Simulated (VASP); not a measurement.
# Zn2InGaO5 (P6_3/mmc) in VASP: single point with PBEsol

Aim: the single point of Zn2InGaO5 with PBEsol.

Program: VASP 6.6.1. These are calculated values, not measurements. Logs are shortened: lines on timing, memory, paths and dates and some standing lists are left out, and cuts for length are marked.

## Step 1: The cell of the first run

The structure is hexagonal, space group P6_3/mmc (No. 194). Conventional cell: a = 3.368 Å, b = 3.368 Å, c = 22.787 Å, α = 90.00°, β = 90.00°, γ = 120.00°. Zn (site symmetry 3m) has 5 O at 2.00 to 2.60 Å within 2.7 Å. In (site symmetry -3m) has 6 O at 2.23 Å within 2.9 Å. Within 2.6 Å of Ga (site symmetry -6m2) lie 5 O at 1.94 to 2.00 Å. O (site symmetry 3m) has 1 Zn at 2.00 Å and 3 In at 2.23 Å within 2.7 Å. Within 2.6 Å of O (site symmetry 3m) lie 1 Ga at 2.00 Å and 3 Zn at 2.04 Å. O (site symmetry -6m2) has 3 Ga at 1.94 Å and 2 Zn at 2.60 Å and 6 O at 2.79 Å within 2.8 Å.

## Step 2: Single point, PBEsol (12.44 Å³/atom)

INCAR

```
SYSTEM = Zn2InGaO5
PREC     = Accurate       ! precision mode
ENCUT    = 520            ! plane-wave cutoff, eV
EDIFF    = 1E-6           ! SCF threshold, eV
ISMEAR   = 0              ! smearing method
SIGMA    = 0.02           ! smearing width, eV
LREAL    = Auto         
LASPH    = .True.         ! aspherical terms in the spheres
NELM     = 80             ! most SCF steps
ALGO     = Normal         ! electronic algorithm
ISIF     = 2              ! what is computed and relaxed
LWAVE    = .False.        ! write WAVECAR
LCHARG   = .False.        ! write CHGCAR
GGA      = PS             ! functional
NBANDS   = 95             ! bands
```

KPOINTS

```
regular mesh
0
Gamma
  12 12 2
  0 0 0
```

POSCAR

```
Zn2InGaO5
1.0
    3.3680915092      0.0000000000      0.0000000000
   -1.6840457546      2.9168528093      0.0000000000
    0.0000000000      0.0000000000     22.7865582111
Zn In Ga O
4 2 2 10
Direct
    0.3333333333      0.6666666667      0.6357187697
    0.3333333333      0.6666666667      0.8642812303
    0.6666666667      0.3333333333      0.1357187697
    0.6666666667      0.3333333333      0.3642812303
    0.0000000000      0.0000000000      0.5000000000
    0.0000000000      0.0000000000      0.0000000000
    0.0000000000      0.0000000000      0.7500000000
    0.0000000000      0.0000000000      0.2500000000
    0.3333333333      0.6666666667      0.5479274246
    0.0000000000      0.0000000000      0.6624268967
    0.3333333333      0.6666666667      0.7500000000
    0.0000000000      0.0000000000      0.8375731033
    0.3333333333      0.6666666667      0.9520725754
    0.6666666667      0.3333333333      0.0479274246
    0.0000000000      0.0000000000      0.1624268967
    0.6666666667      0.3333333333      0.2500000000
    0.0000000000      0.0000000000      0.3375731033
    0.6666666667      0.3333333333      0.4520725754
```

Potentials or basis: VASP PAW PBE potentials, release 64 (Zn, In_d, Ga_d, O).

Launch:

```
> cat potpaw_PBE.64/Zn/POTCAR potpaw_PBE.64/In_d/POTCAR potpaw_PBE.64/Ga_d/POTCAR potpaw_PBE.64/O/POTCAR > POTCAR
> mpirun -np 1 vasp_std > vasp.out
```

OUTCAR:

```text
SYSTEM = Zn2InGaO5
   PREC = Accurate
   ENCUT = 520
   EDIFF = 1E-6
   ISMEAR = 0
   LREAL = Auto
   LASPH = .True.
   NELM = 80
   ISIF = 2
   GGA = PS

 ion  position               nearest neighbor table
   1  0.333  0.667  0.636-   9 2.00  10 2.04  10 2.04  10 2.04
   2  0.333  0.667  0.864-  13 2.00  12 2.04  12 2.04  12 2.04
   3  0.667  0.333  0.136-  14 2.00  15 2.04  15 2.04  15 2.04
   4  0.667  0.333  0.364-  18 2.00  17 2.04  17 2.04  17 2.04
   5  0.000  0.000  0.500-   9 2.23  18 2.23  18 2.23   9 2.23  18 2.23   9 2.23
   6  0.000  0.000  0.000-  13 2.23  14 2.23  14 2.23  13 2.23  14 2.23  13 2.23
   7  0.000  0.000  0.750-  11 1.94  11 1.94  11 1.94  12 2.00  10 2.00
   8  0.000  0.000  0.250-  16 1.94  16 1.94  16 1.94  17 2.00  15 2.00
   9  0.333  0.667  0.548-   1 2.00   5 2.23   5 2.23   5 2.23
  10  0.000  0.000  0.662-   7 2.00   1 2.04   1 2.04   1 2.04
  11  0.333  0.667  0.750-   7 1.94   7 1.94   7 1.94
  12  0.000  0.000  0.838-   7 2.00   2 2.04   2 2.04   2 2.04
  13  0.333  0.667  0.952-   2 2.00   6 2.23   6 2.23   6 2.23
  14  0.667  0.333  0.048-   3 2.00   6 2.23   6 2.23   6 2.23
  15  0.000  0.000  0.162-   8 2.00   3 2.04   3 2.04   3 2.04
  16  0.667  0.333  0.250-   8 1.94   8 1.94   8 1.94
  17  0.000  0.000  0.338-   8 2.00   4 2.04   4 2.04   4 2.04
  18  0.667  0.333  0.452-   4 2.00   5 2.23   5 2.23   5 2.23

  LATTYP: Found a hexagonal cell.
 ALAT       =     3.3680915092
 C/A-ratio  =     6.7654213518

  Lattice vectors:

 A1 = (   3.3680915092,   0.0000000000,   0.0000000000)
 A2 = (  -1.6840457546,   2.9168528093,   0.0000000000)
 A3 = (   0.0000000000,   0.0000000000,  22.7865582111)

Analysis of symmetry for initial positions (statically):
=====================================================================
 Subroutine PRICEL returns:
 Original cell was already a primitive cell.

 Routine SETGRP: Setting up the symmetry group for a
 hexagonal supercell.

 Subroutine GETGRP returns: Found 24 space group operations
 (whereof 12 operations were pure point group operations)
 out of a pool of 24 trial point group operations.

The static configuration has the point symmetry D_3d.
 The point group associated with its full space group is D_6h.

Analysis of symmetry for dynamics (positions and initial velocities):
=====================================================================
 Subroutine PRICEL returns:
 Original cell was already a primitive cell.

 Routine SETGRP: Setting up the symmetry group for a
 hexagonal supercell.

 Subroutine GETGRP returns: Found 24 space group operations
 (whereof 12 operations were pure point group operations)
 out of a pool of 24 trial point group operations.

The dynamic configuration has the point symmetry D_3d.
 The point group associated with its full space group is D_6h.

 Subroutine INISYM returns: Found 24 space group operations
 (whereof 12 operations are pure point group operations),
 and found     1 'primitive' translations

----------------------------------------------------------------------------------------

                                     Primitive cell

  volume of cell :     223.8603

  direct lattice vectors                    reciprocal lattice vectors
     3.368091509  0.000000000  0.000000000     0.296904047  0.171417631  0.000000000
    -1.684045755  2.916852809  0.000000000     0.000000000  0.342835263  0.000000000
     0.000000000  0.000000000 22.786558211     0.000000000  0.000000000  0.043885522

  length of vectors
     3.368091509  3.368091509 22.786558211     0.342835263  0.342835263  0.043885522

  position of ions in fractional coordinates (direct lattice)
     0.333333333  0.666666667  0.635718770
     0.333333333  0.666666667  0.864281230
     0.666666667  0.333333333  0.135718770
     0.666666667  0.333333333  0.364281230
     0.000000000  0.000000000  0.500000000
     0.000000000  0.000000000  0.000000000
[... 10 lines left out ...]
     0.000000000  0.000000000  0.337573103
     0.666666667  0.333333333  0.452072575

  ion indices of the primitive-cell ions
   primitive index   ion index
                 1           1
                 2           2
                 3           3
                 4           4
                 5           5
                 6           6
[... 10 lines left out ...]
                17          17
                18          18

----------------------------------------------------------------------------------------

 KPOINTS: regular mesh

Automatic generation of k-mesh.
 Grid dimensions read from file:
 generate k-points for:   12   12    2

 Generating k-lattice:

  Cartesian coordinates                     Fractional coordinates (reciprocal lattice)
     0.024742004  0.014284803  0.000000000     0.083333333  0.000000000  0.000000000
     0.000000000  0.028569605  0.000000000     0.000000000  0.083333333  0.000000000
     0.000000000  0.000000000  0.021942761     0.000000000  0.000000000  0.500000000

  Length of vectors
     0.028569605  0.028569605  0.021942761

  Shift w.r.t. Gamma in fractional coordinates (k-lattice)
     0.000000000  0.000000000  0.000000000

 Subroutine IBZKPT returns following result:
 ===========================================

 Found     38 irreducible k-points:

 Following reciprocal coordinates:
            Coordinates               Weight
  0.000000  0.000000  0.000000      1.000000
  0.083333  0.000000  0.000000      6.000000
  0.166667  0.000000  0.000000      6.000000
  0.250000  0.000000  0.000000      6.000000
  0.333333  0.000000  0.000000      6.000000
  0.416667  0.000000  0.000000      6.000000
[... 16 lines left out ...]
  0.250000  0.000000  0.500000      6.000000
  0.333333  0.000000  0.500000      6.000000
 [... further k-points ...]
   k-points           NKPTS =     38   k-points in BZ     NKDIM =     38   number of bands    NBANDS=     95
   number of dos      NEDOS =    301   number of ions     NIONS =     18
   total plane-waves  NPLWV = 141120
   dimension x,y,z NGX =    28 NGY =   28 NGZ =  180
   dimension x,y,z NGXF=    56 NGYF=   56 NGZF=  360
   ions per type =               4   2   2  10
   NGX,Y,Z   is equivalent  to a cutoff of  13.82, 13.82, 13.13 a.u.
   NGXF,Y,Z  is equivalent  to a cutoff of  27.64, 27.64, 26.26 a.u.
 SYSTEM =  Zn2InGaO5
   PREC   = accura    normal or accurate (medium, high low for compatibility)
   ISTART =      0    job   : 0-new  1-cont  2-samecut
   ICHARG =      2    charge: 1-file 2-atom 10-const
   ISPIN  =      1    spin polarized calculation?
   LNONCOLLINEAR =      F non collinear calculations
   LSORBIT =      F    spin-orbit coupling
   LASPH  =      T    aspherical Exc in radial PAW
   ENCUT  =  520.0 eV  38.22 Ry    6.18 a.u.   6.26  6.26 42.37*2*pi/ulx,y,z
   NELM   =     80;   NELMIN=  2; NELMDL= -5     # of ELM steps
   EDIFF  = 0.1E-05   stopping-criterion for ELM
   LREAL  =      T    real-space projection
   EDIFFG = 0.1E-04   stopping-criterion for IOM
   NSW    =      0    number of steps for IOM
   IBRION =     -1    ionic relax: 0-MD 1-quasi-New 2-CG
   NFREE  =      0    steps in history (QN), initial steepest desc. (CG)
   ISIF   =      2    stress and relaxation
   ISYM   =      2    0-nonsym 1-usesym 2-fastsym
   POTIM  = 0.5000    time-step for ionic-motion
   TEBEG  =    0.0;   TEEND  =   0.0 temperature during run
   PSTRESS=    0.0 pullay stress
   NELECT =     160.0000    total number of electrons
   NUPDOWN=      -1.0000    fix difference up-down
   EMIN   =  10.00;   EMAX   =-10.00  energy-range for DOS
   EFERMI =   0.00;   METHOD = LEGACY
   ISMEAR =     0;   SIGMA  =   0.02  broadening in eV -4-tet -1-fermi 0-gaus
   EFERMI_NEDOS =   21; number of points for ismear=-14 and -15
   IALGO  =     38    algorithm
   IMIX   =      4    mixing-type and parameters
     AMIX     =   0.40;   BMIX     =  1.00
     AMIX_MAG =   1.60;   BMIX_MAG =  1.00
  volume/ion in A,a.u.               =      12.44        83.93
  Fermi-wavevector in a.u.,A,eV,Ry     =   1.463713  2.766016 29.149860  2.142454
  Thomas-Fermi vector in A             =   2.579775
   LORBIT       =      0    0 simple, 1 ext, 2 COOP (PROOUT), +10 PAW based schemes
   GGA     = PS    functional components
   LHFCALC =     F    Hartree Fock is set to
   AEXX    =    0.0000 exact exchange contribution
   IVDW    =     0    specifies the selected vdW correction
   LEPSILON=     F    determine dielectric tensor
   LRPA    =     F    only Hartree local field effects (RPA)
 non-spin polarized calculation
 Gauss-broadening in eV      SIGMA  =   0.02
  energy-cutoff  :      520.00
  volume of cell :      223.86
 maximum number of plane-waves:      6061
 NGX is ok and might be reduce to    28
   NGX = 13   NGY = 13   NGZ = 85

 number of electron     159.9999970 magnetization

 Free energy of the ion-electron system (eV)
  ---------------------------------------------------
  ext. energy  EPLUGINS =         0.00000000
  ---------------------------------------------------
  free energy    TOTEN  =      -100.41628079 eV

  energy without entropy =     -100.41628079  energy(sigma->0) =     -100.41628079

 E-fermi :   2.6361     XC(G=0): -11.1113

 val. band max:        2.4668696290   @ k =   0.0000   0.0000   0.0000
 cond. band min:       3.5026017946   @ k =   0.0000   0.0000   0.0000
 fundamental gap:      1.0357321656
 Fermi energy:         2.6360912543

 k-point     1 :       0.0000    0.0000    0.0000
  band No.  band energies     occupation
      1     -15.8890      2.00000
      2     -15.8876      2.00000
      3     -14.8524      2.00000
      4     -14.8326      2.00000
      5     -14.4458      2.00000
      6     -14.3639      2.00000
[... 84 lines left out ...]
     91      12.1568      0.00000
     92      12.4004      0.00000

 k-point     2 :       0.0833    0.0000    0.0000
  band No.  band energies     occupation
      1     -15.8489      2.00000
      2     -15.8478      2.00000
      3     -14.8083      2.00000
      4     -14.7894      2.00000
      5     -14.4222      2.00000
      6     -14.3546      2.00000
[... 2079 lines left out ...]
     91      10.6459      0.00000
     92      10.6459      0.00000

 k-point    24 :       0.3333    0.0000    0.5000
  band No.  band energies     occupation
      1     -15.4048      2.00000
      2     -15.4048      2.00000
      3     -14.3763      2.00000
      4     -14.3763      2.00000
      5     -14.2534      2.00000
      6     -14.2534      2.00000
[... 84 lines left out ...]
     91      10.7011      0.00000
     92      10.7011      0.00000

 [... further k-points ...]

 [bands above 92 left out]

------------------------ aborting loop because EDIFF is reached ----------------------------------------

  FORCE on cell =-STRESS in cart. coord.  units (eV):
  Direction    XX          YY          ZZ          XY          YZ          ZX
  --------------------------------------------------------------------------------------
  -------------------------------------------------------------------------------------
  Total      -10.9861995    -10.9861995    -10.9532058     -0.0000000     -0.0000000      0.0000000
  in kB      -78.6286709    -78.6286709    -78.3925340     -0.0000000     -0.0000000      0.0000000
  external PRESSURE =     -78.5499586 kB  Pullay stress =       0.0000000 kB

 VOLUME and BASIS-vectors are now :
 -----------------------------------------------------------------------------
  energy-cutoff  :      520.00
  volume of cell :      223.86
      direct lattice vectors                 reciprocal lattice vectors
     3.368091509  0.000000000  0.000000000     0.296904047  0.171417631  0.000000000
    -1.684045755  2.916852809  0.000000000     0.000000000  0.342835263  0.000000000
     0.000000000  0.000000000 22.786558211     0.000000000  0.000000000  0.043885522

 POSITION                                       TOTAL-FORCE (eV/Angst)
 -----------------------------------------------------------------------------------
     -0.00000      1.94457     14.48584         0.000000     -0.000000      0.004666
     -0.00000      1.94457     19.69399        -0.000000     -0.000000     -0.004666
      1.68405      0.97228      3.09256         0.000000      0.000000      0.004666
      1.68405      0.97228      8.30072        -0.000000      0.000000     -0.004666
      0.00000      0.00000     11.39328        -0.000000      0.000000      0.000000
      0.00000      0.00000      0.00000        -0.000000      0.000000      0.000000
[... 10 lines left out ...]
      0.00000      0.00000      7.69213        -0.000000     -0.000000     -0.009785
      1.68405      0.97228     10.30118        -0.000000     -0.000000      0.007650
 -----------------------------------------------------------------------------------
    total drift:                                0.000000      0.000000      0.000000

  FREE ENERGIE OF THE ION-ELECTRON SYSTEM (eV)
  ---------------------------------------------------
  free  energy   TOTEN  =      -100.4162807852 eV

  energy  without entropy=     -100.4162807852  energy(sigma->0) =     -100.41628079
```

It took 35 min on 1 thread of AMD EPYC 9755, shared host; peak memory 0.65 GiB.

What came out:

| Property | Result |
| --- | --- |
| Free energy | -100.4163 eV |
| Pressure | -7.9 GPa |
| Largest force | 0.010 eV/Å |
| Band gap on the k mesh | 1.04 eV |

Forces in eV/Å, atoms in the order of the input:
```
Zn   0.000  0.000  0.005
Zn   0.000  0.000 -0.005
Zn   0.000  0.000  0.005
Zn   0.000  0.000 -0.005
In   0.000  0.000  0.000
In   0.000  0.000  0.000
Ga   0.000  0.000  0.000
Ga   0.000  0.000  0.000
O    0.000  0.000 -0.008
O    0.000  0.000  0.010
O    0.000  0.000  0.000
O    0.000  0.000 -0.010
O    0.000  0.000  0.008
O    0.000  0.000 -0.008
O    0.000  0.000  0.010
O    0.000  0.000  0.000
O    0.000  0.000 -0.010
O    0.000  0.000  0.008
```

Levels at points of the mesh, in eV from the valence-band top:
```tsv
k point	band 77	band 78	band 79	band 80	band 81	band 82	band 83	band 84
(0.00, 0.00, 0.00)	0.00	0.00	0.00	0.00	1.04	2.02	2.24	3.39
(0.50, 0.00, 0.00)	-0.44	-0.38	-0.23	-0.21	5.19	5.34	5.38	5.51
(0.00, 0.00, 0.50)	0.00	0.00	0.00	0.00	1.41	1.41	2.90	2.90
(0.50, 0.00, 0.50)	-0.38	-0.38	-0.22	-0.22	5.24	5.24	5.47	5.47
```

Caveat: the cell stands under tension; the PAW data sets were made with another functional, which shifts forces and pressure a little; spin-orbit coupling is left out, which moves the levels of the heavy elements. A k mesh can miss the band edges.
